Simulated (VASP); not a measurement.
A run of VASP 6.6.1 is set up as follows.

INCAR

```
  ALGO = Normal
  EDIFF = 1E-6
  ENCUT = 520
  GGA = PE
  ISIF = 2
  ISMEAR = 0
  LASPH = T
  LCHARG = F
  LREAL = F
  LWAVE = F
  NBANDS = 28
  NELM = 80
  PREC = Accurate
  SIGMA = 0.020999999999999998
```

KPOINTS

```
k-points
0
Gamma
  7 7 6
```

POSCAR

```
SnO
1.0
    3.8136952200      0.0000000000      0.0000000000
    0.0000000000      3.8136952200      0.0000000000
    0.0000000000      0.0000000000      4.8869133000
Sn O
2 2
Direct
    0.5000000000      0.0000000000      0.7646261400
    0.0000000000      0.5000000000      0.2353738600
    0.0000000000      0.0000000000      0.0000000000
    0.5000000000      0.5000000000      0.0000000000
```

Potentials or basis: VASP PAW PBE potentials, release 64 (Sn_d, O).

Run with:

```console
$ cat potpaw_PBE.64/Sn_d/POTCAR potpaw_PBE.64/O/POTCAR > POTCAR
$ mpirun -np 1 vasp_std > vasp.out
```

Q: Estimate the largest force.

A: 0.455 eV/Å.

Q: Predict the band gap on the k mesh.

A: 0.38 eV, indirect (least direct gap 2.05 eV).

Stress tensor (GPa, compression positive):
```
4.14 0.00 0.00
0.00 4.14 0.00
0.00 0.00 3.22
```

Caveat: spin-orbit coupling is left out, which moves the levels of the heavy elements. A k mesh can miss the band edges.
